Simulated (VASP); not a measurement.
A run of VASP 6.6.1:

Contents of INCAR:

```
PREC     = Accurate       # precision mode
ENCUT    = 520            # plane-wave cutoff, eV
EDIFF    = 1E-6           # SCF threshold, eV
ISMEAR   = 0              # smearing method
SIGMA    = 0.05           # smearing width, eV
LREAL    = False          # projectors in reciprocal space
LASPH    = True           # aspherical terms in the spheres
NELM     = 80             # most SCF steps
ALGO     = Normal         # electronic algorithm
ISIF     = 2              # what is computed and relaxed
LWAVE    = False          # write WAVECAR
LCHARG   = False          # write CHGCAR
GGA      = PE             # functional
NBANDS   = 12             # bands
```

The input KPOINTS:

```
Automatic mesh
0
Gamma
  8 8 8
```

The input POSCAR:

```
Tl
1.0
   -1.9426495879      1.9426495879      1.9426495879
    1.9426495879     -1.9426495879      1.9426495879
    1.9426495879      1.9426495879     -1.9426495879
Tl
1
Direct
    0.0000000000      0.0000000000      0.0000000000
```

Potentials or basis: VASP PAW PBE potentials, release 64 (Tl_d).

Run with:

```console
$ cat potpaw_PBE.64/Tl_d/POTCAR > POTCAR
$ mpirun -np 1 vasp_std > vasp.out
```

Hardware: 1 thread of Intel(R) Xeon(R) Platinum 8259CL CPU @ 2.50GHz (Skylake/Cascade Lake) (shared host).

Q: Estimate the wall time of this run.

A: It took 11 s on 1 thread of Intel(R) Xeon(R) Platinum 8259CL CPU @ 2.50GHz (Skylake/Cascade Lake), with other jobs on the host, peak memory 0.15 GiB. Counts: scf iterations 11, k points 29.
